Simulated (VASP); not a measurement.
# TiB2 (P6/mmm) in VASP: a series of runs

Runs on TiB2. Level: PBE. Tasks: single point.

Everything below comes from runs of VASP 6.6.1. Logs are shortened: lines on timing, memory, paths and dates and some standing lists are left out, and cuts for length are marked.

### Step 1. The cell of the first run

The structure is hexagonal, space group P6/mmm (No. 191). Conventional cell: a = 3.029 Å, b = 3.029 Å, c = 3.228 Å, α = 90.00°, β = 90.00°, γ = 120.00°. Within 3.1 Å of Ti (site symmetry 6/mmm) lie 12 B at 2.38 Å and 6 Ti at 3.03 Å. Within 2.3 Å of B (site symmetry -6m2) lie 3 B at 1.75 Å.

### Step 2. Single point, PBE

File INCAR:

```
SYSTEM = TiB2
PREC = Accurate ; ENCUT = 520
EDIFF = 1E-6 ; ISMEAR = -1
SIGMA = 0.1 ; LREAL = .False.
LASPH = .True. ; NELM = 60
ALGO = Normal ; ISIF = 2
LWAVE = .False. ; LCHARG = .False.
GGA = PE ; NBANDS = 16
```

File KPOINTS:

```
regular mesh
0
Gamma
  11 11 9
  0 0 0
```

File POSCAR:

```
TiB2
1.0
    3.0292000000      0.0000000000      0.0000000000
   -1.5146000000      2.6233640000      0.0000000000
    0.0000000000      0.0000000000      3.2284000000
Ti B
1 2
Direct
    0.0000000000      0.0000000000      0.0000000000
    0.3333333333      0.6666666667      0.5000000000
    0.6666666667      0.3333333333      0.5000000000
```

Potentials or basis: VASP PAW PBE potentials, release 64 (Ti_sv, B).

Launch:

```sh
> cat potpaw_PBE.64/Ti_sv/POTCAR potpaw_PBE.64/B/POTCAR > POTCAR
> mpirun -np 1 vasp_std > vasp.out
```

OUTCAR:

```text
SYSTEM = TiB2
   PREC = Accurate
   ENCUT = 520
   EDIFF = 1E-6
   ISMEAR = -1
   LREAL = .False.
   LASPH = .True.
   NELM = 60
   ISIF = 2
   GGA = PE

 ion  position               nearest neighbor table
   1  0.000  0.000  0.000-   2 2.38   2 2.38   3 2.38   3 2.38   2 2.38   3 2.38   2 2.38   3 2.38
                             3 2.38   3 2.38   2 2.38   2 2.38
   2  0.333  0.667  0.500-   3 1.75   3 1.75   3 1.75   1 2.38   1 2.38   1 2.38   1 2.38   1 2.38
                             1 2.38
   3  0.667  0.333  0.500-   2 1.75   2 1.75   2 1.75   1 2.38   1 2.38   1 2.38   1 2.38   1 2.38
                             1 2.38

  LATTYP: Found a hexagonal cell.
 ALAT       =     3.0292000000
 C/A-ratio  =     1.0657599366

  Lattice vectors:

 A1 = (   3.0292000000,   0.0000000000,   0.0000000000)
 A2 = (  -1.5146000000,   2.6233640000,   0.0000000000)
 A3 = (   0.0000000000,   0.0000000000,   3.2284000000)

Analysis of symmetry for initial positions (statically):
=====================================================================
 Subroutine PRICEL returns:
 Original cell was already a primitive cell.

 Routine SETGRP: Setting up the symmetry group for a
 hexagonal supercell.

 Subroutine GETGRP returns: Found 24 space group operations
 (whereof 24 operations were pure point group operations)
 out of a pool of 24 trial point group operations.

The static configuration has the point symmetry D_6h.

Analysis of symmetry for dynamics (positions and initial velocities):
=====================================================================
 Subroutine PRICEL returns:
 Original cell was already a primitive cell.

 Routine SETGRP: Setting up the symmetry group for a
 hexagonal supercell.

 Subroutine GETGRP returns: Found 24 space group operations
 (whereof 24 operations were pure point group operations)
 out of a pool of 24 trial point group operations.

The dynamic configuration has the point symmetry D_6h.

 Subroutine INISYM returns: Found 24 space group operations
 (whereof 24 operations are pure point group operations),
 and found     1 'primitive' translations

----------------------------------------------------------------------------------------

                                     Primitive cell

  volume of cell :      25.6551

  direct lattice vectors                    reciprocal lattice vectors
     3.029200000  0.000000000  0.000000000     0.330120164  0.190594977  0.000000000
    -1.514600000  2.623364000  0.000000000     0.000000000  0.381189953  0.000000000
     0.000000000  0.000000000  3.228400000     0.000000000  0.000000000  0.309750960

  length of vectors
     3.029200000  3.029199867  3.228400000     0.381189936  0.381189953  0.309750960

  position of ions in fractional coordinates (direct lattice)
     0.000000000  0.000000000  0.000000000
     0.333333333  0.666666667  0.500000000
     0.666666667  0.333333333  0.500000000

  ion indices of the primitive-cell ions
   primitive index   ion index
                 1           1
                 2           2
                 3           3

----------------------------------------------------------------------------------------

 KPOINTS: regular mesh

Automatic generation of k-mesh.
 Grid dimensions read from file:
 generate k-points for:   11   11    9

 Generating k-lattice:

  Cartesian coordinates                     Fractional coordinates (reciprocal lattice)
     0.030010924  0.017326816  0.000000000     0.090909091  0.000000000  0.000000000
     0.000000000  0.034653632  0.000000000     0.000000000  0.090909091  0.000000000
     0.000000000  0.000000000  0.034416773     0.000000000  0.000000000  0.111111111

  Length of vectors
     0.034653631  0.034653632  0.034416773

  Shift w.r.t. Gamma in fractional coordinates (k-lattice)
     0.000000000  0.000000000  0.000000000

 Subroutine IBZKPT returns following result:
 ===========================================

 Found     80 irreducible k-points:

 Following reciprocal coordinates:
            Coordinates               Weight
  0.000000  0.000000  0.000000      1.000000
  0.090909  0.000000  0.000000      6.000000
  0.181818 -0.000000  0.000000      6.000000
  0.272727 -0.000000  0.000000      6.000000
  0.363636 -0.000000  0.000000      6.000000
  0.454545  0.000000  0.000000      6.000000
[... 16 lines left out ...]
  0.090909  0.090909  0.111111     12.000000
  0.181818  0.090909  0.111111     24.000000
 [... further k-points ...]
   k-points           NKPTS =     80   k-points in BZ     NKDIM =     80   number of bands    NBANDS=     16
   number of dos      NEDOS =    301   number of ions     NIONS =      3
   total plane-waves  NPLWV =  13824
   dimension x,y,z NGX =    24 NGY =   24 NGZ =   24
   dimension x,y,z NGXF=    48 NGYF=   48 NGZF=   48
   ions per type =               1   2
   NGX,Y,Z   is equivalent  to a cutoff of  13.17, 13.17, 12.36 a.u.
   NGXF,Y,Z  is equivalent  to a cutoff of  26.34, 26.34, 24.72 a.u.
 SYSTEM =  TiB2
   PREC   = accura    normal or accurate (medium, high low for compatibility)
   ISTART =      0    job   : 0-new  1-cont  2-samecut
   ICHARG =      2    charge: 1-file 2-atom 10-const
   ISPIN  =      1    spin polarized calculation?
   LNONCOLLINEAR =      F non collinear calculations
   LSORBIT =      F    spin-orbit coupling
   LASPH  =      T    aspherical Exc in radial PAW
   ENCUT  =  520.0 eV  38.22 Ry    6.18 a.u.   5.63  5.63  6.00*2*pi/ulx,y,z
   NELM   =     60;   NELMIN=  2; NELMDL= -5     # of ELM steps
   EDIFF  = 0.1E-05   stopping-criterion for ELM
   LREAL  =      F    real-space projection
   EDIFFG = 0.1E-04   stopping-criterion for IOM
   NSW    =      0    number of steps for IOM
   IBRION =     -1    ionic relax: 0-MD 1-quasi-New 2-CG
   NFREE  =      0    steps in history (QN), initial steepest desc. (CG)
   ISIF   =      2    stress and relaxation
   ISYM   =      2    0-nonsym 1-usesym 2-fastsym
   POTIM  = 0.5000    time-step for ionic-motion
   TEBEG  =    0.0;   TEEND  =   0.0 temperature during run
   PSTRESS=    0.0 pullay stress
   NELECT =      18.0000    total number of electrons
   NUPDOWN=      -1.0000    fix difference up-down
   EMIN   =  10.00;   EMAX   =-10.00  energy-range for DOS
   EFERMI =   0.00;   METHOD = LEGACY
[... 41 lines left out ...]
  band No.  band energies     occupation
      1     -46.9596      2.00000
      2     -23.3100      2.00000
      3     -22.9969      2.00000
      4     -22.9969      2.00000
      5      -3.5081      2.00000
      6       7.3980      2.00000
[... 8 lines left out ...]
     15      15.7684      0.00000
     16      16.9200      0.00000

 k-point     2 :       0.0909    0.0000    0.0000
  band No.  band energies     occupation
      1     -46.9553      2.00000
      2     -23.3045      2.00000
      3     -23.0298      2.00000
      4     -23.0043      2.00000
      5      -3.3492      2.00000
      6       6.9434      2.00000
[... 8 lines left out ...]
     15      16.6935      0.00000
     16      17.4271      0.00000

 k-point     3 :       0.1818   -0.0000    0.0000
  band No.  band energies     occupation
      1     -46.9437      2.00000
      2     -23.2898      2.00000
      3     -23.1174      2.00000
      4     -23.0243      2.00000
      5      -2.8830      2.00000
      6       5.8058      2.00000
[... 8 lines left out ...]
     15      18.0481      0.00000
     16      18.5377      0.00000

 k-point     4 :       0.2727   -0.0000    0.0000
  band No.  band energies     occupation
      1     -46.9286      2.00000
      2     -23.2705      2.00000
      3     -23.2304      2.00000
      4     -23.0503      2.00000
      5      -2.1380      2.00000
      6       4.3657      2.00000
[... 8 lines left out ...]
     15      17.2375      0.00000
     16      19.1476      0.00000

 k-point     5 :       0.3636   -0.0000    0.0000
  band No.  band energies     occupation
      1     -46.9146      2.00000
      2     -23.3326      2.00000
      3     -23.2528      2.00000
      4     -23.0741      2.00000
      5      -1.1515      2.00000
      6       2.8547      2.00000
[... 8 lines left out ...]
     15      17.3901      0.00000
     16      18.7563      0.00000

 k-point     6 :       0.4545    0.0000    0.0000
  band No.  band energies     occupation
      1     -46.9063      2.00000
      2     -23.3927      2.00000
      3     -23.2422      2.00000
      4     -23.0882      2.00000
      5       0.0355      2.00000
      6       1.3921      2.00000
[... 8 lines left out ...]
     15      17.4401      0.00000
     16      18.2732      0.00000

 k-point     7 :       0.0909    0.0909    0.0000
  band No.  band energies     occupation
      1     -46.9474      2.00000
      2     -23.2944      2.00000
      3     -23.0881      2.00000
      4     -23.0201      2.00000
      5      -3.0366      2.00000
      6       6.2322      2.00000
[... 8 lines left out ...]
     15      17.4752      0.00000
     16      18.3409      0.00000

 k-point     8 :       0.1818    0.0909    0.0000
  band No.  band energies     occupation
      1     -46.9340      2.00000
      2     -23.2774      2.00000
      3     -23.1833      2.00000
      4     -23.0481      2.00000
      5      -2.4308      2.00000
      6       5.0632      2.00000
[... 8 lines left out ...]
     15      17.5448      0.00000
     16      18.8383      0.00000

 k-point     9 :       0.2727    0.0909    0.0000
  band No.  band energies     occupation
      1     -46.9194      2.00000
      2     -23.2851      2.00000
      3     -23.2589      2.00000
      4     -23.0788      2.00000
      5      -1.5646      2.00000
      6       3.6526      2.00000
[... 8 lines left out ...]
     15      17.7003      0.00000
     16      19.1038      0.00000
[... 172 lines left out ...]
 k-point    19 :       0.1818   -0.0000    0.1111
  band No.  band energies     occupation
      1     -46.9421      2.00000
      2     -23.3126      2.00000
      3     -23.1149      2.00000
      4     -23.0222      2.00000
      5      -2.7381      2.00000
      6       5.8501      2.00000
[... 8 lines left out ...]
     15      17.7819      0.00000
     16      18.6485      0.00000

 k-point    20 :       0.2727   -0.0000    0.1111
  band No.  band energies     occupation
      1     -46.9269      2.00000
      2     -23.2927      2.00000
      3     -23.2272      2.00000
      4     -23.0481      2.00000
      5      -2.0146      2.00000
      6       4.3832      2.00000
[... 8 lines left out ...]
     15      17.6653      0.00000
     16      19.7482      0.00000

 k-point    21 :       0.3636   -0.0000    0.1111
  band No.  band energies     occupation
      1     -46.9129      2.00000
      2     -23.3293      2.00000
      3     -23.2737      2.00000
      4     -23.0717      2.00000
      5      -1.0562      2.00000
      6       2.8709      2.00000
[... 8 lines left out ...]
     15      17.7745      0.00000
     16      19.5305      0.00000

 k-point    22 :       0.4545    0.0000    0.1111
  band No.  band energies     occupation
      1     -46.9046      2.00000
      2     -23.3890      2.00000
      3     -23.2629      2.00000
      4     -23.0857      2.00000
      5       0.1005      2.00000
      6       1.4256      2.00000
[... 8 lines left out ...]
     15      18.1150      0.00000
     16      19.1876      0.00000

 k-point    23 :       0.0909    0.0909    0.1111
  band No.  band energies     occupation
      1     -46.9457      2.00000
      2     -23.3174      2.00000
      3     -23.0857      2.00000
      4     -23.0180      2.00000
      5      -2.8873      2.00000
      6       6.3105      2.00000
[... 8 lines left out ...]
     15      17.5840      0.00000
     16      17.7723      0.00000

 k-point    24 :       0.1818    0.0909    0.1111
  band No.  band energies     occupation
      1     -46.9323      2.00000
      2     -23.2998      2.00000
      3     -23.1804      2.00000
      4     -23.0459      2.00000
      5      -2.2991      2.00000
      6       5.1022      2.00000
[... 8 lines left out ...]
     15      17.8602      0.00000
     16      18.9892      0.00000

 [... further k-points ...]
[... 5 lines left out ...]
  --------------------------------------------------------------------------------------
  -------------------------------------------------------------------------------------
  Total        0.1296374      0.1296374     -0.0261651      0.0000000     -0.0000000      0.0000000
  in kB        8.0959341      8.0959331     -1.6340282      0.0000000     -0.0000000      0.0000000
  external PRESSURE =       4.8526130 kB  Pullay stress =       0.0000000 kB

 VOLUME and BASIS-vectors are now :
 -----------------------------------------------------------------------------
  energy-cutoff  :      520.00
  volume of cell :       25.66
      direct lattice vectors                 reciprocal lattice vectors
     3.029200000  0.000000000  0.000000000     0.330120164  0.190594977  0.000000000
    -1.514600000  2.623364000  0.000000000     0.000000000  0.381189953  0.000000000
     0.000000000  0.000000000  3.228400000     0.000000000  0.000000000  0.309750960

 POSITION                                       TOTAL-FORCE (eV/Angst)
 -----------------------------------------------------------------------------------
      0.00000      0.00000      0.00000        -0.000000      0.000000      0.000000
     -0.00000      1.74891      1.61420         0.000000      0.000000      0.000000
      1.51460      0.87445      1.61420        -0.000000      0.000000      0.000000
 -----------------------------------------------------------------------------------
    total drift:                               -0.000000      0.000000      0.000000

  FREE ENERGIE OF THE ION-ELECTRON SYSTEM (eV)
  ---------------------------------------------------
  free  energy   TOTEN  =       -24.4349803711 eV

  energy  without entropy=      -24.4227498064  energy(sigma->0) =      -24.42886509
```

Run time: 19 s. Hardware: 1 thread of Intel Xeon Platinum 8259CL at 2.50GHz (Skylake/Cascade Lake), shared host; peak memory 0.16 GiB.

Results:

* Free energy: -24.4350 eV
* Pressure: 0.5 GPa
* Band gap on the k mesh: zero (band 9 reaches 10.19 eV, above the bottom of band 10 at 9.74 eV)

### Step 3. Single point, PBE

This run uses another cell than the first one, of 8.89 Å³/atom, 1.040 times its volume.

File INCAR:

```
SYSTEM = TiB2
PREC     = Accurate       ! precision mode
ENCUT    = 520            ! plane-wave cutoff, eV
EDIFF    = 1E-6           ! SCF threshold, eV
ISMEAR   = -1             ! smearing method
SIGMA    = 0.1            ! smearing width, eV
LREAL    = .False.        ! projectors in reciprocal space
LASPH    = .True.         ! aspherical terms in the spheres
NELM     = 100            ! most SCF steps
ALGO     = Normal         ! electronic algorithm
ISIF     = 2              ! what is computed and relaxed
LWAVE    = .False.        ! write WAVECAR
LCHARG   = .False.        ! write CHGCAR
GGA      = PE             ! functional
NBANDS   = 16             ! bands
```

File KPOINTS:

```
Automatic mesh
0
Gamma
  11 11 9
  0 0 0
```

File POSCAR:

```
TiB2
1.0
    3.0690624661      0.0000000000      0.0000000000
   -1.5345312330      2.6578859062      0.0000000000
    0.0000000000      0.0000000000      3.2708838193
Ti B
1 2
Direct
    0.0000000000      0.0000000000      0.0000000000
    0.3333333333      0.6666666667      0.5000000000
    0.6666666667      0.3333333333      0.5000000000
```

Potentials or basis: VASP PAW PBE potentials, release 64 (Ti_sv, B).

Launch:

```sh
> cat potpaw_PBE.64/Ti_sv/POTCAR potpaw_PBE.64/B/POTCAR > POTCAR
> mpirun -np 1 vasp_std > vasp.out
```

Wall time 19 s (1 thread of Intel Xeon Platinum 8259CL at 2.50GHz (Skylake/Cascade Lake), shared host); peak memory 0.16 GiB.

The run converged. Its results:

```
Free energy            : -24.4076 eV
Pressure               : -8.8 GPa
Band gap on the k mesh : zero (band 9 reaches 9.75 eV, above the bottom of band 10 at 9.33 eV)
```

Stress tensor (GPa, compression positive):
```
-9.22  0.00  0.00
 0.00 -9.22  0.00
 0.00  0.00 -8.08
```

Levels at points of the mesh, in eV from the Fermi level:
| k point | band 5 | band 6 | band 7 | band 8 | band 9 | band 10 | band 11 | band 12 | band 13 | band 14 |
| --- | --- | --- | --- | --- | --- | --- | --- | --- | --- | --- |
| (0.00, 0.00, 0.00) | -13.26 | -2.49 | -2.49 | -2.28 | -1.99 | 1.81 | 1.81 | 3.50 | 3.50 | 5.63 |

### Step 4. Single point, PBE

This run uses another cell than the first one, of 9.24 Å³/atom, 1.080 times its volume.

File INCAR:

```
SYSTEM = TiB2
ALGO = Normal ; EDIFF = 1E-6
ENCUT = 520 ; GGA = PE
ISIF = 2 ; ISMEAR = -1
LASPH = .True. ; LCHARG = .False.
LREAL = .False. ; LWAVE = .False.
NBANDS = 16 ; NELM = 60
PREC = Accurate ; SIGMA = 0.1
```

File KPOINTS:

```
k-points
0
Gamma
  11 11 9
  0 0 0
```

File POSCAR:

```
TiB2
1.0
    3.1079154826      0.0000000000      0.0000000000
   -1.5539577413      2.6915336036      0.0000000000
    0.0000000000      0.0000000000      3.3122918078
Ti B
1 2
Direct
    0.0000000000      0.0000000000      0.0000000000
    0.3333333333      0.6666666667      0.5000000000
    0.6666666667      0.3333333333      0.5000000000
```

Launch:

```sh
> cat potpaw_PBE.64/Ti_sv/POTCAR potpaw_PBE.64/B/POTCAR > POTCAR
> mpirun -np 1 vasp_std > vasp.out
```

It took 25 s on 1 thread of Intel Xeon Platinum 8259CL at 2.50GHz (Skylake/Cascade Lake), shared host; peak memory 0.16 GiB.

Results (log left out):

- Free energy: -24.3260 eV
- Pressure: -16.5 GPa
- Band gap on the k mesh: zero (band 9 reaches 9.33 eV, above the bottom of band 10 at 8.94 eV)

Stress tensor (GPa, compression positive):
```
-17.53   0.00   0.00
  0.00 -17.53   0.00
  0.00   0.00 -14.55
```

Levels at points of the mesh, in eV from the Fermi level:
```tsv
k point	band 5	band 6	band 7	band 8	band 9	band 10	band 11	band 12	band 13	band 14
(0.00, 0.00, 0.00)	-13.04	-2.41	-2.41	-2.25	-1.90	1.71	1.71	3.33	3.33	5.48
```

### Step 5. Single point, PBE

This run uses another cell than the first one, of 9.58 Å³/atom, 1.120 times its volume.

File INCAR:

```
PREC = Accurate ; ENCUT = 520
EDIFF = 1E-6 ; ISMEAR = -1
SIGMA = 0.1 ; LREAL = F
LASPH = T ; NELM = 80
ALGO = Normal ; ISIF = 2
LWAVE = F ; LCHARG = F
GGA = PE ; NBANDS = 16
```

File KPOINTS:

```
regular mesh
0
Gamma
  11 11 9
```

File POSCAR:

```
TiB2
1.0
    3.1458206267      0.0000000000      0.0000000000
   -1.5729103133      2.7243604194      0.0000000000
    0.0000000000      0.0000000000      3.3526895917
Ti B
1 2
Direct
    0.0000000000      0.0000000000      0.0000000000
    0.3333333333      0.6666666667      0.5000000000
    0.6666666667      0.3333333333      0.5000000000
```

Launch:

```sh
> cat potpaw_PBE.64/Ti_sv/POTCAR potpaw_PBE.64/B/POTCAR > POTCAR
> mpirun -np 1 vasp_std > vasp.out
```

Wall time 23 s (1 thread of Intel Xeon Platinum 8259CL at 2.50GHz (Skylake/Cascade Lake), shared host); peak memory 0.16 GiB.

Results (log left out):

```yaml
Free_energy: -24.1995 eV
Pressure: -22.9 GPa
Band_gap_on_the_k_mesh: zero (band 9 reaches 8.94 eV, above the bottom of band 10 at 8.57 eV)
```

Stress tensor (GPa, compression positive):
```
-24.41   0.00   0.00
  0.00 -24.41   0.00
  0.00   0.00 -19.81
```

Levels at points of the mesh, in eV from the Fermi level:
```tsv
k point	band 7	band 8	band 9	band 10	band 11	band 12
(0.00, 0.00, 0.00)	-2.33	-2.22	-1.82	1.61	1.61	3.18
```

### Step 6. Summary

| cell | gap on the mesh (eV) | pressure (GPa) |
| --- | --- | --- |
| a = 3.029, b = 3.029, c = 3.228 Å, angles 90.0, 90.0, 120.0°, 3 atoms | none | 0.5 |
| a = 3.069, b = 3.069, c = 3.271 Å, angles 90.0, 90.0, 120.0°, 3 atoms | none | -8.8 |
| a = 3.108, b = 3.108, c = 3.312 Å, angles 90.0, 90.0, 120.0°, 3 atoms | none | -16.5 |
| a = 3.146, b = 3.146, c = 3.353 Å, angles 90.0, 90.0, 120.0°, 3 atoms | none | -22.9 |

Alike in all rows: task single point; level PBE; potentials or basis VASP PAW PBE potentials, release 64 (Ti_sv, B); no spin polarisation; k mesh 11 × 11 × 9; cutoff (eV) 520; smearing fermi-dirac 0.1 eV.

Absolute energies hang on the potentials; compare differences alone.
